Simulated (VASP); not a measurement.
# KTaO3 (P4mm) in VASP: vibrations by perturbation theory with PBE

Aim: the vibrations by perturbation theory of KTaO3 with PBE.

All numbers are computed with VASP 6.6.1; they aren't measurements. Logs are shortened: lines on timing, memory, paths and dates and some standing lists are left out, and cuts for length are marked.

## Step 1: The cell of the first run

Symmetry: P4mm, No. 99, tetragonal system. Conventional cell: a = 4.020 Å, b = 4.020 Å, c = 4.047 Å, α = 90.00°, β = 90.00°, γ = 90.00°. Within 3.7 Å of K (site symmetry 4mm) lie 12 O at 2.82 to 2.89 Å and 8 Ta at 3.47 to 3.51 Å. Within 2.6 Å of Ta (site symmetry 4mm) lie 6 O at 1.94 to 2.11 Å. O (site symmetry 2mm) has 2 Ta at 2.01 Å within 2.7 Å. Within 2.6 Å of O (site symmetry 4mm) lie 2 Ta at 1.94 to 2.11 Å.

## Step 2: Vibrations by perturbation theory, PBE

Contents of INCAR:

```
SYSTEM = KTaO3
  ALGO = Normal
  EDIFF = 1E-8
  ENCUT = 520
  GGA = PE
  IBRION = 8
  ISIF = 2
  ISMEAR = 0
  LASPH = .TRUE.
  LCHARG = .TRUE.
  LEPSILON = .TRUE.
  LREAL = .FALSE.
  LWAVE = .FALSE.
  NBANDS = 27
  NELM = 100
  NSW = 1
  PREC = Accurate
  SIGMA = 0.01
```

Contents of KPOINTS:

```
k-points
0
G
  8 8 8
  0 0 0
```

Contents of POSCAR:

```
KTaO3
1.0
    4.0197969163      0.0000000000      0.0000000000
    0.0000000000      4.0197969163      0.0000000000
    0.0000000000      0.0000000000      4.0467111820
K Ta O
1 1 3
Direct
    0.5000000000      0.5000000000      0.4943460885
    0.0000000000      0.0000000000      0.9860501675
    0.5000000000      0.0000000000      0.0058894787
    0.0000000000      0.5000000000      0.0058894787
    0.0000000000      0.0000000000      0.5078247967
```

Potentials or basis: VASP PAW PBE potentials, release 64 (K_sv, Ta_pv, O).

The run is started by

```bash
$ cat potpaw_PBE.64/K_sv/POTCAR potpaw_PBE.64/Ta_pv/POTCAR potpaw_PBE.64/O/POTCAR > POTCAR
$ mpirun -np 1 vasp_std > vasp.out
```

OUTCAR:

```text
SYSTEM = KTaO3
   EDIFF = 1E-8
   ENCUT = 520
   GGA = PE
   IBRION = 8
   ISIF = 2
   ISMEAR = 0
   LASPH = .TRUE.
   LEPSILON = .TRUE.
   LREAL = .FALSE.
   NELM = 100
   NSW = 1
   PREC = Accurate

 ion  position               nearest neighbor table
   1  0.500  0.500  0.494-   3 2.82   4 2.82   3 2.82   4 2.82   5 2.84   5 2.84   5 2.84   5 2.84
                             4 2.89   3 2.89   4 2.89   3 2.89   2 3.47   2 3.47   2 3.47   2 3.47
   2  0.000  0.000  0.986-   5 1.94   4 2.01   3 2.01   4 2.01   3 2.01   5 2.11   1 3.47   1 3.47
                             1 3.47   1 3.47   1 3.51   1 3.51   1 3.51   1 3.51
   3  0.500  0.000  0.006-   2 2.01   2 2.01   1 2.82   1 2.82   1 2.89   1 2.89
   4  0.000  0.500  0.006-   2 2.01   2 2.01   1 2.82   1 2.82   1 2.89   1 2.89
   5  0.000  0.000  0.508-   2 1.94   2 2.11   1 2.84   1 2.84   1 2.84   1 2.84

  LATTYP: Found a simple tetragonal cell.
 ALAT       =     4.0197969163
 C/A-ratio  =     1.0066954292

  Lattice vectors:

 A1 = (   4.0197969163,   0.0000000000,   0.0000000000)
 A2 = (   0.0000000000,   4.0197969163,   0.0000000000)
 A3 = (   0.0000000000,   0.0000000000,   4.0467111820)

Analysis of symmetry for initial positions (statically):
=====================================================================
 Subroutine PRICEL returns:
 Original cell was already a primitive cell.

 Routine SETGRP: Setting up the symmetry group for a
 simple tetragonal supercell.

 Subroutine GETGRP returns: Found  8 space group operations
 (whereof  8 operations were pure point group operations)
 out of a pool of 16 trial point group operations.

The static configuration has the point symmetry C_4v.

Analysis of symmetry for dynamics (positions and initial velocities):
=====================================================================
 Subroutine PRICEL returns:
 Original cell was already a primitive cell.

 Routine SETGRP: Setting up the symmetry group for a
 simple tetragonal supercell.

 Subroutine GETGRP returns: Found  8 space group operations
 (whereof  8 operations were pure point group operations)
 out of a pool of 16 trial point group operations.

The dynamic configuration has the point symmetry C_4v.

 Subroutine INISYM returns: Found  8 space group operations
 (whereof  8 operations are pure point group operations),
 and found     1 'primitive' translations

----------------------------------------------------------------------------------------

                                     Primitive cell

  volume of cell :      65.3899

  direct lattice vectors                    reciprocal lattice vectors
     4.019796916  0.000000000  0.000000000     0.248768786  0.000000000  0.000000000
     0.000000000  4.019796916  0.000000000     0.000000000  0.248768786  0.000000000
     0.000000000  0.000000000  4.046711182     0.000000000  0.000000000  0.247114250

  length of vectors
     4.019796916  4.019796916  4.046711182     0.248768786  0.248768786  0.247114250

  position of ions in fractional coordinates (direct lattice)
     0.500000000  0.500000000  0.494346089
     0.000000000  0.000000000  0.986050167
     0.500000000  0.000000000  0.005889479
     0.000000000  0.500000000  0.005889479
     0.000000000  0.000000000  0.507824797

  ion indices of the primitive-cell ions
   primitive index   ion index
                 1           1
                 2           2
                 3           3
                 4           4
                 5           5

----------------------------------------------------------------------------------------

 KPOINTS: k-points

Automatic generation of k-mesh.
[... 897 lines left out ...]
    -0.31055  0.00000  0.00000           (  0.02020  0.00000  0.00000)
     0.00000 -0.31055 -0.00000           (  0.00000  0.02020  0.00000)
     0.00000  0.00000  0.33050           (  0.00000  0.00000  0.00767)

 PIEZOELECTRIC TENSOR FIELD DIRECTION 3  (C/m^2)
 -----------------------------------------------------------------------------
    -0.07609  0.00000  0.00000
     0.00000 -0.07609 -0.00000
     0.00000  0.00000  0.08098

[... ionic steps 4 to 15 ...]

--------------------------------------- Ionic step       16  -------------------------------------------

------------------------ aborting loop because EDIFF is reached ----------------------------------------

[... ionic steps 17 to 17 ...]

--------------------------------------- Ionic step       18  -------------------------------------------

 Free energy of the ion-electron system (eV)
  ---------------------------------------------------
  ---------------------------------------------------
  free energy    TOTEN  =        -0.37855168 eV

  energy without entropy =       -0.37855168

------------------------ aborting loop because EDIFF is reached ----------------------------------------

 INTERNAL STRAIN TENSOR  FOR ION    5  DIRECTION 3   (eV/Angst):
 -----------------------------------------------------------------------------
     1.63230  0.00000  0.00000
     0.00000  1.63230 -0.00000
     0.00000  0.00000 20.69371

 MACROSCOPIC STATIC DIELECTRIC TENSOR (including local field effects in DFT)
 ------------------------------------------------------
           5.400313    -0.000000     0.000000
           0.000000     5.400313     0.000000
           0.000000     0.000000     5.134779
 ------------------------------------------------------

 PIEZOELECTRIC TENSOR (including local field effects)  for field in x, y, z        (e  Angst)
          XX          YY          ZZ          XY          YZ          ZX
  --------------------------------------------------------------------------------
  x     0.00000     0.00000    -0.00000     0.00000     0.00000    -0.41107
  y    -0.00000     0.00000    -0.00000     0.00000    -0.41107     0.00000
  z    -0.31055    -0.31055     0.33050     0.00000     0.00000     0.00000

 PIEZOELECTRIC TENSOR (including local field effects)  for field in x, y, z        (C/m^2)
          XX          YY          ZZ          XY          YZ          ZX
  --------------------------------------------------------------------------------
  x     0.00000     0.00000    -0.00000     0.00000     0.00000    -0.10072
  y    -0.00000     0.00000    -0.00000     0.00000    -0.10072     0.00000
  z    -0.07609    -0.07609     0.08098     0.00000     0.00000     0.00000

 BORN EFFECTIVE CHARGES (including local field effects) (in |e|, cummulative output)
 ---------------------------------------------------------------------------------
 ion    1
    1     1.14954     0.00000     0.00000
    2     0.00000     1.14954     0.00000
    3     0.00000    -0.00000     1.16071
 ion    2
    1     8.67972     0.00000     0.00000
    2     0.00000     8.67972     0.00000
    3     0.00000     0.00000     8.06591
 ion    3
    1    -6.54966     0.00000     0.00000
    2     0.00000    -1.66511    -0.00000
    3     0.00000     0.00000    -1.56724
 ion    4
    1    -1.66511     0.00000     0.00000
    2     0.00000    -6.54966    -0.00000
    3     0.00000     0.00000    -1.56724
 ion    5
    1    -1.61450     0.00000     0.00000
    2     0.00000    -1.61450    -0.00000
    3     0.00000     0.00000    -6.09213

 INTERNAL STRAIN TENSOR FOR ION    5 for displacements in x,y,z  (eV/Angst):
          X           Y           Z          XY          YZ          ZX
  --------------------------------------------------------------------------------
  x     0.00000     0.00000     0.00000     0.00000     0.00000     0.91333
  y     0.00000     0.00000     0.00000     0.00000     0.94780     0.00000
  z     1.63230     1.63230    20.69371     0.00000     0.00000     0.00000

 SECOND DERIVATIVES (NOT SYMMETRIZED)
 ------------------------------------
               1X          1Y          1Z          2X          2Y          2Z          3X          3Y          3Z          4X          4Y          4Z          5X          5Y          5Z
  1X    -3.832444    0.000000    0.000000    2.194935    0.000000    0.000000    0.664068    0.000000    0.000000    0.463465    0.000000    0.000000    0.509976    0.000000    0.000000
  1Y     0.000000   -3.832444    0.000000    0.000000    2.194935    0.000000    0.000000    0.463465    0.000000    0.000000    0.664068    0.000000    0.000000    0.509976    0.000000
  1Z     0.000000    0.000000   -3.799908   -0.000000    0.000000    2.292145    0.000000    0.000000    0.449747    0.000000   -0.000000    0.449747    0.000000   -0.000000    0.608269
  2X     2.186055    0.000000    0.000000   -1.784615    0.000000    0.000000   -0.613507    0.000000    0.000000   -0.039317    0.000000    0.000000    0.251385    0.000000    0.000000
  2Y     0.000000    2.186055    0.000000    0.000000   -1.784615    0.000000    0.000000   -0.039317    0.000000    0.000000   -0.613507    0.000000    0.000000    0.251385    0.000000
  2Z     0.000000   -0.000000    2.288939    0.000000   -0.000000   -6.385491    0.000000    0.000000    0.658032    0.000000    0.000000    0.658032    0.000000    0.000000    2.780489
  3X     0.652344    0.000000    0.000000   -0.610732    0.000000    0.000000  -10.111040    0.000000    0.000000    5.159997    0.000000    0.000000    4.909431    0.000000    0.000000
  3Y     0.000000    0.460375    0.000000    0.000000   -0.051871    0.000000    0.000000   -4.854158    0.000000    0.000000    5.167890    0.000000    0.000000   -0.722236    0.000000
  3Z     0.000000    0.000000    0.452000    0.000000    0.000000    0.655995    0.000000    0.000000   -5.036481    0.000000    0.000000   -0.773220    0.000000    0.000000    4.701705
  4X     0.460375    0.000000    0.000000   -0.051871    0.000000    0.000000    5.167890    0.000000    0.000000   -4.854158    0.000000    0.000000   -0.722236    0.000000    0.000000
  4Y     0.000000    0.652344    0.000000    0.000000   -0.610732    0.000000    0.000000    5.159997    0.000000    0.000000  -10.111040    0.000000    0.000000    4.909431    0.000000
  4Z     0.000000    0.000000    0.452000    0.000000    0.000000    0.655995    0.000000    0.000000   -0.773220    0.000000    0.000000   -5.036481    0.000000    0.000000    4.701705
  5X     0.510301    0.000000    0.000000    0.236003    0.000000    0.000000    4.926255    0.000000    0.000000   -0.719162    0.000000    0.000000   -4.953397    0.000000    0.000000
  5Y     0.000000    0.510301    0.000000    0.000000    0.236003    0.000000    0.000000   -0.719162    0.000000    0.000000    4.926255    0.000000    0.000000   -4.953397    0.000000
  5Z     0.000000    0.000000    0.627498    0.000000    0.000000    2.771096    0.000000   -0.000000    4.716994   -0.000000   -0.000000    4.716994    0.000000    0.000000  -12.832581

 Eigenvectors and eigenvalues of the dynamical matrix
 ----------------------------------------------------

   1 f  =   16.052970 THz   100.863783 2PiTHz  535.469427 cm-1    66.389718 meV
             X         Y         Z           dx          dy          dz
      2.009898  2.009898  2.000476     0.000000    0.000000   -0.007421
      0.000000  0.000000  3.990260     0.000000   -0.000000   -0.034445
      2.009898  0.000000  0.023833     0.000000    0.000000   -0.363935
      0.000000  2.009898  0.023833    -0.000000   -0.000000   -0.363935
      0.000000  0.000000  2.055020    -0.000000    0.000000    0.856657
[... 105 lines left out ...]
  15 f/i=    0.022554 THz     0.141710 2PiTHz    0.752318 cm-1     0.093275 meV
             X         Y         Z           dx          dy          dz
      2.009898  2.009898  2.000476    -0.244269   -0.295243   -0.000000
      0.000000  0.000000  3.990260    -0.519847   -0.628328   -0.000000
      2.009898  0.000000  0.023833    -0.159871   -0.193219   -0.000000
      0.000000  2.009898  0.023833    -0.159859   -0.193232   -0.000000
      0.000000  0.000000  2.055020    -0.159161   -0.192375   -0.000000

--------------------------------------------------------------------------------------------------------

 MACROSCOPIC STATIC DIELECTRIC TENSOR IONIC CONTRIBUTION
 ------------------------------------------------------
         506.240141     0.000000     0.000000
           0.000000   506.240141    -0.000000
           0.000000    -0.000000    43.485844
 ------------------------------------------------------

 ELASTIC MODULI CONTR FROM IONIC RELAXATION (kBar)
 Direction    XX          YY          ZZ          XY          YZ          ZX
 --------------------------------------------------------------------------------
 XX         -71.7701     15.9309    108.8554      0.0000      0.0000     -0.0000
 YY          15.9309    -71.7701    108.8554      0.0000     -0.0000      0.0000
 ZZ         108.8554    108.8554  -2139.9632      0.0000      0.0000     -0.0000
 XY           0.0000      0.0000      0.0000      0.0000      0.0000      0.0000
 YZ           0.0000     -0.0000      0.0000      0.0000    -33.3165     -0.0000
 ZX          -0.0000      0.0000     -0.0000      0.0000     -0.0000    -16.9318
 --------------------------------------------------------------------------------

 PIEZOELECTRIC TENSOR IONIC CONTR  for field in x, y, z        (C/m^2)
          XX          YY          ZZ          XY          YZ          ZX
  --------------------------------------------------------------------------------
  x    -0.00000     0.00000    -0.00000     0.00000    -0.00000    -2.49907
  y     0.00000    -0.00000     0.00000     0.00000    -3.56714    -0.00000
  z     0.65036     0.65036    -8.76820     0.00000     0.00000    -0.00000
```

It took 2.2 h on 1 thread of Oxide Virtual Turin-like, shared host; peak memory 0.92 GiB.

What came out:

- Electronic dielectric tensor (diagonal): 5.40, 5.40, 5.13
- Born charges (mean of the diagonal): K +1.15; Ta +8.48; O -3.26, -3.11 (each value once) e
- Highest phonon frequency at Γ, LO-TO splitting left out: 535 cm⁻¹

Phonon frequencies in cm⁻¹ (negative: imaginary):
| q point | frequencies |
| --- | --- |
| (0.000, 0.000, 0.000) | -1 -1 0 57 57 165 181 181 197 267 267 269 511 511 535 |

Electronic dielectric tensor:
```
5.40 0.00 0.00
0.00 5.40 0.00
0.00 0.00 5.13
```

Born effective charge tensors (e):
atom 1, K
```
1.15 0.00 0.00
0.00 1.15 0.00
0.00 0.00 1.16
```
atom 2, Ta
```
8.68 0.00 0.00
0.00 8.68 0.00
0.00 0.00 8.07
```
atom 3, O
```
-6.55  0.00  0.00
 0.00 -1.67  0.00
 0.00  0.00 -1.57
```
atom 4, O
```
-1.67  0.00  0.00
 0.00 -6.55  0.00
 0.00  0.00 -1.57
```
atom 5, O
```
-1.61  0.00  0.00
 0.00 -1.61  0.00
 0.00  0.00 -6.09
```

Caveat: spin-orbit coupling is left out, which moves the levels of the heavy elements.
